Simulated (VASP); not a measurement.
A run of VASP 6.6.1 is set up as follows.

Contents of INCAR:

```
PREC = Accurate
ENCUT = 520
EDIFF = 1E-6
ISMEAR = 0
SIGMA = 0.05
LREAL = F
LASPH = T
NELM = 150
ALGO = Normal
ISIF = 2
LWAVE = F
LCHARG = T
ISPIN = 2
MAGMOM = 3 -3 0 0
LORBIT = 11
LMAXMIX = 4
LDAU = T
LDAUTYPE = 2
LDAUL = 2 -1
LDAUU = 3 0
LDAUJ = 0 0
LDAUPRINT = 1
GGA = PS
LELF = T
LVHAR = T
NBANDS = 27
```

The input KPOINTS:

```
regular mesh
0
Gamma
  16 16 8
```

Contents of POSCAR:

```
CoO
1.0
    0.0000000000      2.1744804960      2.1744804960
    2.1744804960      0.0000000000      2.1744804960
    4.3489609920      4.3489609920      0.0000000000
Co O
2 2
Direct
    0.0000000000      1.0000000000      1.0000000000
    0.0000000000      1.0000000000      0.5000000000
    0.2500000000      0.2500000000      0.1250000000
    0.2500000000      0.2500000000      0.6250000000
```

Potentials or basis: VASP PAW PBE potentials, release 64 (Co, O).

Run with:

```console
$ cat potpaw_PBE.64/Co/POTCAR potpaw_PBE.64/O/POTCAR > POTCAR
$ mpirun -np 1 vasp_std > vasp.out
```

(1) Predict the pressure.

(2) Predict the band gap on the k mesh.

## Answers

(1) 18.3 GPa.

(2) 0.79 eV.

Caveat: the cell stands under pressure; semilocal functionals underestimate gaps, and a narrow one can read as zero; the PAW data sets were made with another functional, which shifts forces and pressure a little.
